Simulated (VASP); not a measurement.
Input of a VASP 6.6.1 run:

POSCAR

```
Zn4CdAs3
1.0
    4.0475855371      0.0000000000      0.0000000000
    0.0000000000      4.0475855371      0.0000000000
    0.0000000000      0.0000000000      9.8829056070
Cd Zn As
1 4 3
Direct
    0.0000000000      0.0000000000      0.5000000000
    0.0000000000      0.5000000000      0.1697544269
    0.5000000000      0.0000000000      0.1697544269
    0.0000000000      0.5000000000      0.8302455731
    0.5000000000      0.0000000000      0.8302455731
    0.5000000000      0.5000000000      0.3177100510
    0.5000000000      0.5000000000      0.6822899490
    0.0000000000      0.0000000000      0.0000000000
```

INCAR.step1

```
SYSTEM = Zn4CdAs3
PREC = Accurate ; ENCUT = 520
ISMEAR = 0 ; SIGMA = 0.0125
LREAL = .FALSE. ; LASPH = .TRUE.
NELM = 80 ; NBANDS = 48
GGA = PE ; ALGO = Normal
EDIFF = 1E-4 ; LWAVE = .TRUE.
LCHARG = .FALSE.
```

INCAR.step2

```
SYSTEM = Zn4CdAs3
PREC = Accurate ; ENCUT = 520
EDIFF = 1E-7 ; ISMEAR = 0
SIGMA = 0.0125 ; LREAL = .FALSE.
LASPH = .TRUE. ; NELM = 80
ALGO = Normal ; ISIF = 2
LWAVE = .FALSE. ; LCHARG = .FALSE.
METAGGA = R2SCAN ; LMIXTAU = .TRUE.
NBANDS = 48 ; ISTART = 1
```

File KPOINTS:

```
Automatic mesh
0
Gamma
  5 5 2
  0.5 0.5 0.5
```

Potentials or basis: VASP PAW PBE potentials, release 64 (Cd, Zn, As).

Command:

```console
$ cat potpaw_PBE.64/Cd/POTCAR potpaw_PBE.64/Zn/POTCAR potpaw_PBE.64/As/POTCAR > POTCAR
$ cp INCAR.step1 INCAR
$ mpirun -np 1 vasp_std > vasp.out
$ cp INCAR.step2 INCAR
$ mpirun -np 1 vasp_std > vasp.out
```

**Question.** Estimate the largest force.

**Answer.** 0.026 eV/Å.

**Question.** What does it give for the pressure?

**Answer.** 0.2 GPa.

**Question.** What does it give for the band gap on the k mesh?

**Answer.** Zero (an odd number of electrons rules out a gap without spin polarisation).

Stress tensor (GPa, compression positive):
```
0.28 0.00 0.00
0.00 0.28 0.00
0.00 0.00 0.18
```

Caveat: the PAW data sets were made with another functional, which shifts forces and pressure a little.
